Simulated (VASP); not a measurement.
Crystal: AlN.

```
CELL_PARAMETERS angstrom
0.00000 2.18399 2.18399
2.18399 0.00000 2.18399
2.18399 2.18399 0.00000
ATOMIC_POSITIONS crystal
Al 0.00000 0.00000 0.00000
N 0.25000 0.25000 0.25000
```

- Program: VASP 6.6.1
- Task: relaxation of cell and atoms
- Functional: revPBE
- Potentials or basis: VASP PAW PBE potentials, release 64 (Al, N)
- Cutoff: 600 eV
- k mesh: 10 × 10 × 10
- Occupations: fermi-dirac, width 0.05 eV
- Spin: no spin polarisation

At the start: pressure 7.0 GPa; volume 10.42 Å³/atom.

**Question.** How do energy, volume and symmetry change on relaxing?

**Answer.** Over 3 steps the energy falls by 7.8 meV/atom and the volume is 10.79 Å³/atom (+3.6 %); space group F-43m (No. 216, to 0.05 Å).

Step by step:
```tsv
step	energy change (eV)	largest force (eV/Å)	pressure (GPa)	volume (Å³)
1	0.0000	0.0000	6.99	20.83
2	-0.0042	0.0000	-5.39	22.23
3	-0.0156	0.0000	-0.01	21.57
```

Final structure:
```
Al N
1.0
     0.00000    2.20954    2.20954
     2.20954    0.00000    2.20954
     2.20954    2.20954    0.00000
Al N
1 1
Cartesian
  0.0000 0.0000 0.0000
  1.1048 1.1048 1.1048
```

Caveat: the PAW data sets were made with another functional, which shifts forces and pressure a little.
